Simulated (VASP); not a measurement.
Ca, 1 atom in the cell. The structure is cubic, space group Fm-3m (No. 225). The conventional cell has a = 5.453 Å, b = 5.453 Å, c = 5.453 Å, α = 90.00°, β = 90.00°, γ = 90.00°. Ca (site symmetry m-3m) has 12 Ca at 3.86 Å within 5.1 Å. 

| Quantity | Value |
| --- | --- |
| Program | VASP 6.6.1 |
| Task | single point |
| Functional | PBEsol |
| Potentials or basis | VASP PAW PBE potentials, release 64 (Ca_sv) |
| Cutoff | 520 eV |
| k mesh | 10 × 10 × 10 |
| Occupations | fermi-dirac, width 0.05 eV |
| Spin | no spin polarisation |
| Dipole correction | no |
| Further INCAR settings | ALGO = Normal; EDIFF = 1e-06; NBANDS = 11 |

Potentials or basis: VASP PAW PBE potentials, release 64 (Ca_sv).

Launch:

```console
$ cat potpaw_PBE.64/Ca_sv/POTCAR > POTCAR
$ mpirun -np 1 vasp_std > vasp.out
```

Hardware: 1 thread of AMD EPYC 9R45 96-Core Processor (Zen 5), on a shared host.

Task: Estimate the wall time of this run.

Result: It took 11 s on 1 thread of AMD EPYC 9R45 96-Core Processor (Zen 5), on a shared host, peak memory 0.14 GiB. Counts: scf iterations 10, k points 47.
